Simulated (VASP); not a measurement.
Set up this calculation in VASP 6.6.1, as the native input.

| Quantity | Value |
| --- | --- |
| Task | single point |
| Functional | HSE06 |
| Potentials or basis | VASP PAW PBE potentials, release 64 (Ba_sv, O) |
| Cutoff | 520 eV |
| k mesh | 6 × 6 × 6 |
| Occupations | gaussian, width 0.01 eV |
| Spin | no spin polarisation |
| Dipole correction | no |
| Grid for exact exchange (PRECFOCK) | Normal |
| Further INCAR settings | ALGO = Normal; EDIFF = 1e-06; NBANDS = 15 |
| Share of exact exchange | 0.25 |
| Screening parameter | 0.2079 1/Å |

The system is BaO.

```xyz
2
Lattice="0.0000 2.7719 2.7719 2.7719 0.0000 2.7719 2.7719 2.7719 0.0000" Properties=species:S:1:pos:R:3 pbc="T T T"
Ba    0.0000    0.0000    0.0000
O     2.7719    2.7719    2.7719
```

The input as run:

POSCAR

```
BaO
1.0
    0.0000000000      2.7719428465      2.7719428465
    2.7719428465      0.0000000000      2.7719428465
    2.7719428465      2.7719428465      0.0000000000
Ba O
1 1
Direct
    0.0000000000      0.0000000000      0.0000000000
    0.5000000000      0.5000000000      0.5000000000
```

INCAR.step1

```
PREC = Accurate
ENCUT = 520
EDIFF = 1E-5
ISMEAR = 0
SIGMA = 0.01
LREAL = F
LASPH = T
NELM = 120
ALGO = Normal
ISIF = 2
LWAVE = T
NBANDS = 15
GGA = PE
GGA_COMPAT = F
```

INCAR.step2

```
PREC = Accurate
ENCUT = 520
EDIFF = 1E-6
ISMEAR = 0
SIGMA = 0.01
LREAL = F
LASPH = T
NELM = 120
ALGO = Normal
ISIF = 2
LWAVE = F
LCHARG = T
GGA = PE
LHFCALC = T
HFSCREEN = 0.2079
PRECFOCK = Normal
LELF = T
LVHAR = T
NBANDS = 15
ISTART = 1
GGA_COMPAT = F
```

KPOINTS

```
regular mesh
0
Gamma
  6 6 6
```

Potentials or basis: VASP PAW PBE potentials, release 64 (Ba_sv, O).

Launch:

```console
$ cat potpaw_PBE.64/Ba_sv/POTCAR potpaw_PBE.64/O/POTCAR > POTCAR
$ cp INCAR.step1 INCAR
$ mpirun -np 1 vasp_std > vasp.out
$ cp INCAR.step2 INCAR
$ mpirun -np 1 vasp_std > vasp.out
```

Results of the run:

The pressure is 1.1 GPa and the band gap on the k mesh is 3.26 eV.

Caveat: the PAW data sets were made with another functional, which shifts forces and pressure a little; spin-orbit coupling is left out, which moves the levels of the heavy elements.

Run time: 42 min on 1 thread of Intel(R) Xeon(R) Platinum 8259CL CPU @ 2.50GHz (Skylake/Cascade Lake), with other jobs on the host, peak memory 0.29 GiB.
